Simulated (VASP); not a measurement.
Set up this calculation in VASP 6.6.1, as the native input.

```
Task                   : single point
Functional             : PBE
Potentials or basis    : VASP PAW PBE potentials, release 64 (Pb_d, O)
Cutoff                 : 520 eV
k mesh                 : 8 × 8 × 6
Occupations            : gaussian, width 0.1 eV
Spin                   : no spin polarisation
Dipole correction      : no
Further INCAR settings : ALGO = Normal; EDIFF = 1e-06; NBANDS = 39
```

The structure of Pb4O lies in POSCAR:

```
Pb4O
1.0
    4.6583799526      0.0000000000      0.0000000000
    0.0000000000      4.6583799526      0.0000000000
    0.0000000000      0.0000000000      6.4714870607
Pb O
4 1
Direct
    0.5000000000      0.0000000000      0.2434105511
    0.0000000000      0.5000000000      0.7565894489
    0.5000000000      0.0000000000      0.7565894489
    0.0000000000      0.5000000000      0.2434105511
    0.0000000000      0.0000000000      0.0000000000
```

These files were run (other wordings do the same):

INCAR

```
SYSTEM = Pb4O
  PREC = Accurate
  ENCUT = 520
  EDIFF = 1E-6
  ISMEAR = 0
  SIGMA = 0.1
  LREAL = .FALSE.
  LASPH = .TRUE.
  NELM = 100
  ALGO = Normal
  ISIF = 2
  LWAVE = .FALSE.
  LCHARG = .FALSE.
  GGA = PE
  NBANDS = 39
```

KPOINTS

```
Automatic mesh
0
G
  8 8 6
  0 0 0
```

Potentials or basis: VASP PAW PBE potentials, release 64 (Pb_d, O).

Command:

```sh
$ cat potpaw_PBE.64/Pb_d/POTCAR potpaw_PBE.64/O/POTCAR > POTCAR
$ mpirun -np 1 vasp_std > vasp.out
```

Results of the run:

```yaml
Pressure: 0.0 GPa
Band_gap_on_the_k_mesh: zero (band 31 reaches 7.11 eV, above the bottom of band 32 at 5.49 eV)
```

Caveat: spin-orbit coupling is left out, which moves the levels of the heavy elements.

Run time: 6 min on 1 thread of Intel(R) Xeon(R) Platinum 8259CL CPU @ 2.50GHz (Skylake/Cascade Lake), on a shared host, peak memory 0.4 GiB.
